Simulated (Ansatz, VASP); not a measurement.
## One calculation of SiC, two programs

```
CELL_PARAMETERS angstrom
0.00000 2.17900 2.17900
2.17900 0.00000 2.17900
2.17900 2.17900 0.00000
ATOMIC_POSITIONS crystal
Si 0.00000 0.00000 0.00000
C 0.25000 0.25000 0.25000
```

Alike in both runs: task single point; functional r2SCAN; k mesh 12 × 12 × 12; no spin polarisation.

```csv
,VASP,Ansatz
version,VASP 6.6.1,Ansatz 0.2.0
potentials or method,"VASP PAW PBE potentials, release 64 (Si, C), cutoff 520 eV","plane waves, PAW"
occupations,"gaussian, width 0.01 eV",fixed
valence electrons in the cell,8,8
```

Ansatz gave:

```
pressure (GPa) : -0.3
```

Task: What did VASP give for the same quantities?

Result: Pressure (GPa): -0.4.

VASP's potentials were made for PBE, not for r2SCAN.
